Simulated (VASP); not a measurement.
# Li (Immm) in VASP: further runs, part 2 of 2

VASP 6.6.1.

## 3. Single point, PBE

This run uses another cell than the first one, of 20.30 Å³/atom.

Input file INCAR:

```
PREC     = Accurate       # precision mode
ENCUT    = 520            # plane-wave cutoff, eV
EDIFF    = 1E-7           # SCF threshold, eV
ISMEAR   = 0              # smearing method
SIGMA    = 0.1            # smearing width, eV
LREAL    = F              # projectors in reciprocal space
LASPH    = T              # aspherical terms in the spheres
NELM     = 100            # most SCF steps
ALGO     = Fast           # electronic algorithm
ISIF     = 2              # what is computed and relaxed
LWAVE    = F              # write WAVECAR
LCHARG   = T              # write CHGCAR
GGA      = PE             # functional
LELF     = T              # ELF
LVHAR    = T            
NBANDS   = 12             # bands
```

Input file KPOINTS:

```
Automatic mesh
0
Gamma
  18 18 18
```

Input file POSCAR:

```
Li
1.0
   -1.4307290000      2.5289220000      4.2069141000
    1.4307290000     -2.5289220000      4.2069141000
    1.4307290000      2.5289220000     -4.2069141000
Li
3
Direct
    0.3248070000      0.8248070000      0.5000000000
    0.6751930000      0.1751930000      0.5000000000
    0.0000000000      0.0000000000      0.0000000000
```

Potentials or basis: VASP PAW PBE potentials, release 64 (Li_sv).

Started as:

```bash
$ cat potpaw_PBE.64/Li_sv/POTCAR > POTCAR
$ mpirun -np 1 vasp_std > vasp.out
```

OUTCAR:

```text
PREC = Accurate
   ENCUT = 520
   EDIFF = 1E-7
   ISMEAR = 0
   LREAL = F
   LASPH = T
   NELM = 100
   ISIF = 2
   GGA = PE

 ion  position               nearest neighbor table
   1  0.325  0.825  0.500-
   2  0.675  0.175  0.500-
   3  0.000  0.000  0.000-

  LATTYP: Found a body centered orthorhombic cell.
 ALAT       =     2.8614580000
 B/A-ratio  =     1.7675758302
 C/A-ratio  =     2.9403989854

  Lattice vectors:

 A1 = (  -1.4307290000,   2.5289220000,   4.2069141000)
 A2 = (   1.4307290000,  -2.5289220000,   4.2069141000)
 A3 = (   1.4307290000,   2.5289220000,  -4.2069141000)

Analysis of symmetry for initial positions (statically):
=====================================================================
 Subroutine PRICEL returns:
 Original cell was already a primitive cell.

 Routine SETGRP: Setting up the symmetry group for a
 body centered orthorhombic supercell.

 Subroutine GETGRP returns: Found  8 space group operations
 (whereof  8 operations were pure point group operations)
 out of a pool of  8 trial point group operations.

The static configuration has the point symmetry D_2h.

Analysis of symmetry for dynamics (positions and initial velocities):
=====================================================================
 Subroutine PRICEL returns:
 Original cell was already a primitive cell.

 Routine SETGRP: Setting up the symmetry group for a
 body centered orthorhombic supercell.

 Subroutine GETGRP returns: Found  8 space group operations
 (whereof  8 operations were pure point group operations)
 out of a pool of  8 trial point group operations.

The dynamic configuration has the point symmetry D_2h.

 Subroutine INISYM returns: Found  8 space group operations
 (whereof  8 operations are pure point group operations),
 and found     1 'primitive' translations

----------------------------------------------------------------------------------------
[... 125 lines left out ...]
   LRPA    =     F    only Hartree local field effects (RPA)
 non-spin polarized calculation
 RMM-DIIS sequential band-by-band and
 Gauss-broadening in eV      SIGMA  =   0.10
  energy-cutoff  :      520.00
  volume of cell :       60.89
 maximum number of plane-waves:      1665
 NGX is ok and might be reduce to    40
   NGX = 19   NGY = 19   NGZ = 19

 number of electron       9.0000006 magnetization

 Free energy of the ion-electron system (eV)
  ---------------------------------------------------
  ext. energy  EPLUGINS =         0.00000000
  ---------------------------------------------------
  free energy    TOTEN  =        -5.63611781 eV

  energy without entropy =       -5.62919054  energy(sigma->0) =       -5.63265417

 E-fermi :   0.5973     XC(G=0):  -7.0394

 val. band max:        0.5952916376   @ k =  -0.4444   0.4444   0.0000
 cond. band min:       0.5982277955   @ k =   0.2222   0.3333   0.1111
 fundamental gap:      0.0029361579
 Fermi energy:         0.5972645497

 k-point     1 :       0.0000    0.0000    0.0000
  band No.  band energies     occupation
      1     -45.9788      2.00000
      2     -45.9494      2.00000
      3     -45.9416      2.00000
      4      -2.9294      2.00000
      5       2.4631      0.00000
      6       2.6244      0.00000
      7       2.6966      0.00000
      8       2.8914      0.00000
      9       6.4660      0.00000
     10       6.5462      0.00000
     11      12.8128      0.00000
     12      13.1162      0.00000
[... 331 lines left out ...]
 k-point    24 :      -0.2778    0.0556    0.0000
  band No.  band energies     occupation
      1     -45.9761      2.00000
      2     -45.9496      2.00000
      3     -45.9429      2.00000
      4      -2.4732      2.00000
      5       0.3081      1.99996
      6       1.2093      0.00000
      7       3.8320      0.00000
      8       5.4045      0.00000
      9       7.5915      0.00000
     10       8.0992      0.00000
     11      11.4394      0.00000
     12      12.2912      0.00000

 [... further k-points ...]

------------------------ aborting loop because EDIFF is reached ----------------------------------------

  FORCE on cell =-STRESS in cart. coord.  units (eV):
  Direction    XX          YY          ZZ          XY          YZ          ZX
  --------------------------------------------------------------------------------------
  -------------------------------------------------------------------------------------
  Total       -0.0303979     -0.0237458     -0.0191012      0.0000000      0.0000000      0.0000000
  in kB       -0.7999027     -0.6248576     -0.5026373      0.0000000      0.0000000      0.0000000
  external PRESSURE =      -0.6424659 kB  Pullay stress =       0.0000000 kB

 VOLUME and BASIS-vectors are now :
 -----------------------------------------------------------------------------
  energy-cutoff  :      520.00
  volume of cell :       60.89
      direct lattice vectors                 reciprocal lattice vectors
    -1.430729000  2.528922000  4.206914100     0.000000000  0.197712701  0.118851963
     1.430729000 -2.528922000  4.206914100     0.349472192  0.000000000  0.118851963
     1.430729000  2.528922000 -4.206914100     0.349472192  0.197712701  0.000000000

 POSITION                                       TOTAL-FORCE (eV/Angst)
 -----------------------------------------------------------------------------------
      1.43073      0.00000      2.73287        -0.000000      0.000000      0.002693
      0.00000      2.52892      1.47404         0.000000     -0.000000     -0.002693
      0.00000      0.00000      0.00000         0.000000      0.000000      0.000000
 -----------------------------------------------------------------------------------
    total drift:                               -0.000000     -0.000000      0.000000

  FREE ENERGIE OF THE ION-ELECTRON SYSTEM (eV)
  ---------------------------------------------------
  free  energy   TOTEN  =        -5.6361178061 eV

  energy  without entropy=       -5.6291905365  energy(sigma->0) =       -5.63265417
```

OSZICAR:

```text
N       E                     dE             d eps       ncg     rms          rms(c)
DAV:   1     0.264951604739E+02    0.26495E+02   -0.35363E+03 20760   0.659E+02
DAV:   2     0.511855343420E+00   -0.25983E+02   -0.25252E+02 24596   0.151E+02
DAV:   3    -0.555212015525E+01   -0.60640E+01   -0.60056E+01 40064   0.391E+01
DAV:   4    -0.564157115485E+01   -0.89451E-01   -0.89390E-01 26068   0.793E+00
DAV:   5    -0.564355775230E+01   -0.19866E-02   -0.19865E-02 32956   0.980E-01    0.421E-01
RMM:   6    -0.563843952446E+01    0.51182E-02   -0.78554E-04 29812   0.201E-01    0.255E-01
RMM:   7    -0.563594746981E+01    0.24921E-02   -0.28488E-03 31610   0.341E-01    0.356E-02
RMM:   8    -0.563606853874E+01   -0.12107E-03   -0.12640E-03 36416   0.202E-01    0.237E-02
RMM:   9    -0.563610848900E+01   -0.39950E-04   -0.35377E-04 37589   0.110E-01    0.215E-02
RMM:  10    -0.563611799792E+01   -0.95089E-05   -0.55774E-05 34602   0.417E-02    0.324E-02
RMM:  11    -0.563611740288E+01    0.59503E-06   -0.43080E-05 35194   0.365E-02    0.853E-03
RMM:  12    -0.563611851968E+01   -0.11168E-05   -0.18585E-05 37772   0.241E-02    0.107E-02
RMM:  13    -0.563611841334E+01    0.10634E-06   -0.56059E-06 37240   0.131E-02    0.140E-02
RMM:  14    -0.563611780513E+01    0.60821E-06   -0.11792E-06 32961   0.711E-03    0.436E-03
RMM:  15    -0.563611780609E+01   -0.96145E-09   -0.62066E-07 29862   0.421E-03
   1 F= -.56361178E+01 E0= -.56326542E+01  d E =-.692727E-02
```

Wall time 20 min (1 thread of Intel Xeon 8259CL, shared host); peak memory 0.58 GiB.

What came out:

```
Free energy            : -5.6361 eV
Band gap on the k mesh : zero (an odd number of electrons rules out a gap without spin polarisation)
```

Forces on the atoms (eV/Å):
```
Li   0.000  0.000  0.003
Li   0.000  0.000 -0.003
Li   0.000  0.000  0.000
```

Levels at points of the mesh, in eV from the Fermi level:
```
           k point  band 1  band 2  band 3  band 4  band 5  band 6  band 7  band 8
(0.00, 0.00, 0.00)  -46.58  -46.55  -46.54   -3.53    1.87    2.03    2.10    2.29
(0.50, 0.00, 0.00)  -46.57  -46.55  -46.54   -2.05   -2.04    0.16    3.16    7.79
(0.00, 0.50, 0.00)  -46.56  -46.53  -46.53   -0.32    1.11    3.50    3.50    4.15
(0.50, 0.50, 0.00)  -46.56  -46.53  -46.53    0.62    1.23    1.67    2.74    4.14
(0.50, 0.50, 0.50)  -46.57  -46.55  -46.54   -1.97   -1.94   -0.11    2.83    8.06
```

Caveat: the cutoff is under 1.25 times the usual one of these potentials, so pressure, stress and relaxed cells hold a basis-set (Pulay) error.

## 4. Single point, PBE

This run uses another cell than the first one, of 20.38 Å³/atom.

Input file INCAR:

```
PREC = Accurate ; ENCUT = 520
EDIFF = 1E-7 ; ISMEAR = -1
SIGMA = 0.15 ; LREAL = False
LASPH = True ; NELM = 100
ALGO = Fast ; ISIF = 2
LWAVE = False ; LCHARG = False
GGA = PE ; NBANDS = 12
```

KPOINTS is that of step 3.

Input file POSCAR:

```
Li
1.0
   -1.4272468554      2.5303479690      4.2316975023
    1.4272468554     -2.5303479690      4.2316975023
    1.4272468554      2.5303479690     -4.2316975023
Li
3
Direct
    0.3249837937      0.8249837937      0.5000000000
    0.6750162063      0.1750162063      0.5000000000
    0.0000000000      0.0000000000      0.0000000000
```

Started as:

```bash
$ cat potpaw_PBE.64/Li_sv/POTCAR > POTCAR
$ mpirun -np 1 vasp_std > vasp.out
```

Wall time 20 min (1 thread of Intel Xeon 8259CL, shared host); peak memory 0.58 GiB.

Results (log left out):

| Quantity | Value |
| --- | --- |
| Free energy | -5.6848 eV |
| Band gap on the k mesh | zero (an odd number of electrons rules out a gap without spin polarisation) |

Levels at points of the mesh, in eV from the Fermi level:
| k point | band 1 | band 2 | band 3 | band 4 | band 5 | band 6 | band 7 | band 8 |
| --- | --- | --- | --- | --- | --- | --- | --- | --- |
| (0.00, 0.00, 0.00) | -46.58 | -46.55 | -46.54 | -3.52 | 1.86 | 1.99 | 2.08 | 2.26 |
| (0.50, 0.00, 0.00) | -46.58 | -46.55 | -46.55 | -2.05 | -2.04 | 0.14 | 3.11 | 7.77 |
| (0.00, 0.50, 0.00) | -46.57 | -46.54 | -46.54 | -0.29 | 1.13 | 3.50 | 3.50 | 4.19 |
| (0.50, 0.50, 0.00) | -46.57 | -46.54 | -46.54 | 0.64 | 1.25 | 1.68 | 2.76 | 4.14 |
| (0.50, 0.50, 0.50) | -46.58 | -46.55 | -46.55 | -1.98 | -1.94 | -0.10 | 2.83 | 7.98 |

Caveat: the cutoff is under 1.25 times the usual one of these potentials, so pressure, stress and relaxed cells hold a basis-set (Pulay) error.

## 5. The runs side by side

```tsv
cell	smearing	further INCAR settings	gap on the mesh (eV)
a = 5.061 Å, angles 147.5, 120.7, 69.3°, 3 atoms, atomic positions A	gaussian 0.1 eV	ALGO = Fast; EDIFF = 1e-06; NBANDS = 12	none
a = 5.113 Å, angles 147.5, 120.7, 69.3°, 3 atoms, atomic positions A	gaussian 0.1 eV	ALGO = Fast; EDIFF = 1e-07; NBANDS = 12	none
a = 5.133 Å, angles 147.7, 120.9, 68.9°, 3 atoms, atomic positions B	fermi-dirac 0.15 eV	ALGO = Fast; EDIFF = 1e-07; NBANDS = 12	none
```

Alike in all rows: task single point; level PBE; potentials or basis VASP PAW PBE potentials, release 64 (Li_sv); no spin polarisation; k mesh 18 × 18 × 18; cutoff (eV) 520.

Caveats: the cutoff is under 1.25 times the usual one of these potentials, so pressure, stress and relaxed cells hold a basis-set (Pulay) error.

Absolute energies hang on the potentials; compare differences alone.
